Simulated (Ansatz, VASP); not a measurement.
## LiBr: VASP beside Ansatz

INCAR

```
  PREC = Accurate
  ENCUT = 650
  EDIFF = 1E-8
  ISMEAR = -1
  SIGMA = 0.03
  LREAL = F
  LASPH = T
  NELM = 120
  ALGO = Normal
  ISIF = 2
  LWAVE = F
  LCHARG = F
  GGA = PE
  LEFG = T
  NBANDS = 12
  GGA_COMPAT = F
```

File KPOINTS:

```
Automatic mesh
0
Gamma
  8 8 8
```

File POSCAR:

```
LiBr
1.0
    0.0000000000      2.6889506707      2.6889506707
    2.6889506707      0.0000000000      2.6889506707
    2.6889506707      2.6889506707      0.0000000000
Li Br
1 1
Direct
    0.0000000000      0.0000000000      0.0000000000
    0.5000000000      0.5000000000      0.5000000000
```

Input for Ansatz:

```yaml
crystal:
  lattice:
    - [0.0, 2.6889506707, 2.6889506707]
    - [2.6889506707, 0.0, 2.6889506707]
    - [2.6889506707, 2.6889506707, 0.0]
  atoms:
    - { symbol: Li, position: [0.0, 0.0, 0.0] }
    - { symbol: Br, position: [0.5, 0.5, 0.5] }
kpoints:
  mp_grid: { grid: [8, 8, 8] }
scf:
  occupations: { method: fermi_dirac, width: 0.03 }
hamiltonian:
  xc: pbe
  pseudopotentials: { kind: all_electron, datasets: crystal }
output:
  forces: true
  stress: true
  eigenvalues: true
  efg: { contact_densities: true }
```

Change from the starting cell: volume scaled by 0.9405, crystal datasets.

Alike in both runs: task electric field gradients; functional PBE; k mesh 8 × 8 × 8; occupations fermi-dirac, width 0.03 eV; no spin polarisation.

|  | VASP | Ansatz |
| --- | --- | --- |
| version | VASP 6.6.1 | Ansatz 0.2.0 |
| potentials or method | VASP PAW PBE potentials, release 64 (Li_sv, Br), cutoff 650 eV | all-electron PAW with datasets made for the crystal, scalar-relativistic |

VASP gave:

* gap on the k mesh at the Fermi level (eV): 5.26
* pressure (GPa): 2.1

Problem. Which values does Ansatz return?

Solution. gap on the k mesh at the Fermi level (eV): 5.25; pressure (GPa): 2.2.

Ansatz ran all-electron here, and VASP with PAW potentials.
